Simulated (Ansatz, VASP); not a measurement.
# CoSi2 in VASP and in Ansatz

The input INCAR:

```
  ALGO = Normal
  EDIFF = 1E-7
  ENCUT = 520
  GGA = PE
  ISIF = 2
  ISMEAR = 0
  LASPH = True
  LCHARG = False
  LREAL = False
  LWAVE = False
  NBANDS = 16
  NELM = 60
  PREC = Accurate
  SIGMA = 0.15
```

The input KPOINTS:

```
k-points
0
Gamma
  12 12 12
```

Contents of POSCAR:

```
CoSi2
1.0
    0.0000000000      2.6801763726      2.6801763726
    2.6801763726      0.0000000000      2.6801763726
    2.6801763726      2.6801763726      0.0000000000
Co Si
1 2
Direct
   -0.0156115344      0.0156115344     -0.0156115344
    0.2740282694      0.2259717306      0.2587307687
    0.7587307687      0.7412692313      0.7740282694
```

Input for Ansatz:

```yaml
crystal:
  lattice:
    - [0.0, 2.6801763726, 2.6801763726]
    - [2.6801763726, 0.0, 2.6801763726]
    - [2.6801763726, 2.6801763726, 0.0]
  atoms:
    - { symbol: Co, position: [-0.0156115344, 0.0156115344, -0.0156115344] }
    - { symbol: Si, position: [0.2740282694, 0.2259717306, 0.2587307687] }
    - { symbol: Si, position: [0.7587307687, 0.7412692313, 0.7740282694] }
basis:
  ecutwfc: 520.0
kpoints:
  mp_grid: { grid: [12, 12, 12] }
hamiltonian:
  xc: pbe
  pseudopotentials: { kind: paw, azcp: { folder: soft_1 } }
scf:
  occupations: { method: gaussian, width: 0.15 }
output:
  forces: true
  stress: true
  eigenvalues: true
```

Change from the starting cell: mode 4 frozen in at -0.041 Å and mode 8 at -0.088 Å (largest displacements).

Alike in both runs: task single point; functional PBE; k mesh 12 × 12 × 12; occupations gaussian, width 0.15 eV; no spin polarisation.

```csv
,VASP,Ansatz
version,VASP 6.6.1,Ansatz 0.2.0
potentials or method,"VASP PAW PBE potentials, release 64 (Co, Si), cutoff 520 eV","scalar-relativistic, plane waves, PAW"
valence electrons in the cell,17,25
```

|  | VASP | Ansatz | Ansatz less VASP |
| --- | --- | --- | --- |
| gap on the k mesh at the Fermi level (eV) | none | none | - |
| pressure (GPa) | 2.4 | 2.6 | +0.18 |
| traceless stress, the component that is largest in VASP (GPa) | 3.16 | 3.16 | -0.006 |
| rms of the force components (eV/Å) | 0.856 | 0.852 | -0.0037 |

Atom by atom the forces differ by 0.004 eV/Å (rms over components). A gap of «none» marks a metal or a gap that the smearing closes. VASP's potentials hold 17 valence electrons a cell and Ansatz's 25, so a difference there can come from the potentials and not from the codes.
